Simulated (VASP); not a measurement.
# KBr (Pm-3m) in VASP: notebook, part 2 of 2

VASP 6.6.1. Earlier steps stand in the parts before.

### Step 4. Single point, LDA

The input, INCAR:

```
  PREC = Accurate
  ENCUT = 520
  EDIFF = 1E-6
  ISMEAR = 0
  SIGMA = 0.05
  LREAL = F
  LASPH = T
  NELM = 60
  ALGO = Normal
  ISIF = 2
  LWAVE = F
  LCHARG = T
  LELF = T
  LVHAR = T
  NBANDS = 15
```

The input, KPOINTS:

```
Automatic mesh
0
Gamma
  7 7 7
```

The input, POSCAR:

```
KBr
1.0
    4.0434990000      0.0000000000      0.0000000000
    0.0000000000      4.0434990000      0.0000000000
    0.0000000000      0.0000000000      4.0434990000
Br K
1 1
Direct
    0.5000000000      0.5000000000      0.5000000000
    0.0000000000      0.0000000000      0.0000000000
```

Potentials or basis: VASP PAW LDA potentials, release 64 (Br, K_sv).

On the command line:

```bash
cat potpaw_LDA.64/Br/POTCAR potpaw_LDA.64/K_sv/POTCAR > POTCAR
mpirun -np 1 vasp_std > vasp.out
```

OUTCAR:

```text
PREC = Accurate
   ENCUT = 520
   EDIFF = 1E-6
   ISMEAR = 0
   LREAL = F
   LASPH = T
   NELM = 60
   ISIF = 2

 ion  position               nearest neighbor table
   1  0.500  0.500  0.500-
   2  0.000  0.000  0.000-

  LATTYP: Found a simple cubic cell.
 ALAT       =     4.0434990000

  Lattice vectors:

 A1 = (   4.0434990000,   0.0000000000,   0.0000000000)
 A2 = (   0.0000000000,   4.0434990000,   0.0000000000)
 A3 = (   0.0000000000,   0.0000000000,   4.0434990000)

Analysis of symmetry for initial positions (statically):
=====================================================================
 Subroutine PRICEL returns:
 Original cell was already a primitive cell.

 Routine SETGRP: Setting up the symmetry group for a
 simple cubic supercell.

 Subroutine GETGRP returns: Found 48 space group operations
 (whereof 48 operations were pure point group operations)
 out of a pool of 48 trial point group operations.

The static configuration has the point symmetry O_h .

Analysis of symmetry for dynamics (positions and initial velocities):
=====================================================================
 Subroutine PRICEL returns:
 Original cell was already a primitive cell.

 Routine SETGRP: Setting up the symmetry group for a
 simple cubic supercell.

 Subroutine GETGRP returns: Found 48 space group operations
 (whereof 48 operations were pure point group operations)
 out of a pool of 48 trial point group operations.

The dynamic configuration has the point symmetry O_h .

 Subroutine INISYM returns: Found 48 space group operations
 (whereof 48 operations are pure point group operations),
 and found     1 'primitive' translations

----------------------------------------------------------------------------------------
[... 113 lines left out ...]
   GGA     = CA    functional components
   LHFCALC =     F    Hartree Fock is set to
   AEXX    =    0.0000 exact exchange contribution
   IVDW    =     0    specifies the selected vdW correction
   LEPSILON=     F    determine dielectric tensor
   LRPA    =     F    only Hartree local field effects (RPA)
 non-spin polarized calculation
 Gauss-broadening in eV      SIGMA  =   0.05
  energy-cutoff  :      520.00
  volume of cell :       66.11
 maximum number of plane-waves:      1806
 NGX is ok and might be reduce to    30
   NGX = 15   NGY = 15   NGZ = 15

 number of electron      15.9999999 magnetization

 Free energy of the ion-electron system (eV)
  ---------------------------------------------------
  ext. energy  EPLUGINS =         0.00000000
  ---------------------------------------------------
  free energy    TOTEN  =        -6.68465199 eV

  energy without entropy =       -6.68465199  energy(sigma->0) =       -6.68465199

 E-fermi :  -0.6218     XC(G=0):  -8.3172

 val. band max:       -0.9519960178   @ k =   0.4286   0.4286   0.0000
 cond. band min:       2.5542000976   @ k =   0.0000   0.0000   0.0000
 fundamental gap:      3.5061961155
 Fermi energy:        -0.6218425178

 k-point     1 :       0.0000    0.0000    0.0000
  band No.  band energies     occupation
      1     -29.1994      2.00000
      2     -13.7370      2.00000
      3     -12.8572      2.00000
      4     -12.8572      2.00000
      5     -12.8572      2.00000
      6      -1.1957      2.00000
      7      -1.1957      2.00000
      8      -1.1957      2.00000
      9       2.5542      0.00000
     10       4.6527      0.00000
     11       4.6527      0.00000
     12       8.5822      0.00000
     13       8.5822      0.00000
     14       8.5822      0.00000
[... 329 lines left out ...]
      2     -13.3902      2.00000
      3     -12.9698      2.00000
      4     -12.9698      2.00000
      5     -12.9676      2.00000
      6      -2.3392      2.00000
      7      -2.3392      2.00000
      8      -2.3156      2.00000
      9       5.8902      0.00000
     10       6.1718      0.00000
     11       6.1718      0.00000
     12       8.0347      0.00000
     13       8.2524      0.00000
     14       8.2524      0.00000
     15      10.2020      0.00000

------------------------ aborting loop because EDIFF is reached ----------------------------------------

  FORCE on cell =-STRESS in cart. coord.  units (eV):
  Direction    XX          YY          ZZ          XY          YZ          ZX
  --------------------------------------------------------------------------------------
  -------------------------------------------------------------------------------------
  Total       -1.0953643     -1.0953643     -1.0953643      0.0000000      0.0000000     -0.0000000
  in kB      -26.5458802    -26.5458802    -26.5458802      0.0000000      0.0000000     -0.0000000
  external PRESSURE =     -26.5458802 kB  Pullay stress =       0.0000000 kB

 VOLUME and BASIS-vectors are now :
 -----------------------------------------------------------------------------
  energy-cutoff  :      520.00
  volume of cell :       66.11
      direct lattice vectors                 reciprocal lattice vectors
     4.043499000  0.000000000  0.000000000     0.247310559  0.000000000  0.000000000
     0.000000000  4.043499000  0.000000000     0.000000000  0.247310559  0.000000000
     0.000000000  0.000000000  4.043499000     0.000000000  0.000000000  0.247310559

 POSITION                                       TOTAL-FORCE (eV/Angst)
 -----------------------------------------------------------------------------------
      2.02175      2.02175      2.02175         0.000000      0.000000      0.000000
      0.00000      0.00000      0.00000         0.000000      0.000000      0.000000
 -----------------------------------------------------------------------------------
    total drift:                                0.000000      0.000000     -0.000000

  FREE ENERGIE OF THE ION-ELECTRON SYSTEM (eV)
  ---------------------------------------------------
  free  energy   TOTEN  =        -6.6846519924 eV

  energy  without entropy=       -6.6846519924  energy(sigma->0) =       -6.68465199
```

It took 26 s on 1 thread of Intel Xeon Platinum 8375C at 2.90GHz (Ice Lake), shared host; peak memory 0.15 GiB.

What came out:

```yaml
Free_energy: -6.6847 eV
Pressure: -2.7 GPa
Band_gap_on_the_k_mesh: 3.51 eV, indirect (least direct gap 3.75 eV)
```

Levels at points of the mesh, in eV from the valence-band top:
```csv
k point,band 5,band 6,band 7,band 8,band 9,band 10,band 11,band 12
"(0.00, 0.00, 0.00)",-11.91,-0.24,-0.24,-0.24,3.51,5.60,5.60,9.53
```

A k mesh can miss the band edges. As with any semilocal functional, this LDA gap is likely too small.

### Step 5. Single point, RPBE

The input, INCAR:

```
SYSTEM = KBr
  PREC = Accurate
  ENCUT = 520
  EDIFF = 1E-6
  ISMEAR = 0
  SIGMA = 0.02
  LREAL = .FALSE.
  LASPH = .TRUE.
  NELM = 100
  ALGO = Normal
  ISIF = 2
  LWAVE = .FALSE.
  LCHARG = .FALSE.
  GGA = RP
  NBANDS = 15
```

The input, KPOINTS:

```
Automatic mesh
0
G
  7 7 7
  0 0 0
```

POSCAR is that of step 4.

Potentials or basis: VASP PAW PBE potentials, release 64 (Br, K_sv).

On the command line:

```bash
cat potpaw_PBE.64/Br/POTCAR potpaw_PBE.64/K_sv/POTCAR > POTCAR
mpirun -np 1 vasp_std > vasp.out
```

Wall time 31 s (1 thread of Intel Xeon Platinum 8375C at 2.90GHz (Ice Lake), shared host); peak memory 0.17 GiB.

The run converged. Its results:

* Free energy: -5.6993 eV
* Pressure: 1.5 GPa
* Band gap on the k mesh: 4.20 eV, indirect (least direct gap 4.43 eV)

Levels at points of the mesh, in eV from the valence-band top:
| k point | band 5 | band 6 | band 7 | band 8 | band 9 | band 10 | band 11 | band 12 |
| --- | --- | --- | --- | --- | --- | --- | --- | --- |
| (0.00, 0.00, 0.00) | -12.16 | -0.23 | -0.23 | -0.23 | 4.20 | 6.09 | 6.09 | 9.75 |

Caveat: the PAW data sets were made with another functional, which shifts forces and pressure a little. Expect the measured gap to be larger: semilocal functionals such as RPBE lack the derivative discontinuity.

### Step 6. Overview

| level | potentials or basis | spin | smearing | gap on the mesh (eV) | pressure (GPa) |
| --- | --- | --- | --- | --- | --- |
| LDA | VASP PAW LDA potentials, release 64 (Br, K_sv) | off | methfessel-paxton 0.1 eV | 3.51 | -2.7 |
| revPBE+D3(BJ) | VASP PAW PBE potentials, release 64 (Br, K_sv) | non-collinear, zero start, SOC | gaussian 0.01 eV | - | -0.8 |
| LDA | VASP PAW LDA potentials, release 64 (Br, K_sv) | off | gaussian 0.05 eV | 3.51 | -2.7 |
| RPBE | VASP PAW PBE potentials, release 64 (Br, K_sv) | off | gaussian 0.02 eV | 4.20 | 1.5 |

Alike in all rows: task single point; cell as given; k mesh 7 × 7 × 7; cutoff (eV) 520.

Caveats: the PAW data sets were made with another functional, which shifts forces and pressure a little (some runs); three body term missing (some runs).

Total energies depend on the potentials used, so only differences within one code and one set of settings carry meaning.
